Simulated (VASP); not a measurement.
## KBr: single point with PBEsol

KBr:

```
K Br
1.0
     0.17024    3.36217    3.36217
     3.36217    0.17024    3.36217
     3.36217    3.36217    0.17024
K Br
1 1
Direct
  0.00000 0.00000 0.00000
  0.50000 0.50000 0.50000
```

This cell differs from its parent crystal: ratio of the length along [111] to the lengths across it x 1.08, volume and fractional coordinates fixed.

| Quantity | Value |
| --- | --- |
| Program | VASP 6.6.1 |
| Task | single point |
| Functional | PBEsol |
| Potentials or basis | VASP PAW PBE potentials, release 64 (K_sv, Br) |
| Cutoff | 520 eV |
| k mesh | 8 × 8 × 8 |
| Occupations | gaussian, width 0.05 eV |
| Spin | no spin polarisation |
| Dipole correction | no |
| Further INCAR settings | ALGO = Normal; EDIFF = 1e-06; NBANDS = 15 |

```
Pressure               : 0.0 GPa
Band gap on the k mesh : 4.24 eV, direct
```

Stress tensor (GPa, compression positive):
```
 0.01 -0.30 -0.30
-0.30  0.01 -0.30
-0.30 -0.30  0.01
```

Levels at points of the mesh, in eV from the valence-band top:
```
           k point  band 4  band 5  band 6  band 7  band 8  band 9  band 10  band 11  band 12  band 13
(0.00, 0.00, 0.00)  -11.21  -11.20   -0.19    0.00    0.00    4.24     7.08     7.66     7.66     8.33
(0.50, 0.00, 0.00)  -11.21  -10.97   -1.32   -0.54   -0.38    6.40     8.13     9.58     9.64    10.01
(0.50, 0.50, 0.00)  -11.24  -11.24   -0.94   -0.45   -0.29    5.63     7.08     9.25     9.37     9.54
(0.50, 0.50, 0.50)  -11.21  -10.92   -1.35   -0.29   -0.29    6.44     7.85     9.55     9.55    10.23
```

Run time: 54 s on 1 thread of AMD EPYC 7R13, with other jobs on the host, peak memory 0.24 GiB.

Caveat: the PAW data sets were made with another functional, which shifts forces and pressure a little. A k mesh can miss the band edges.
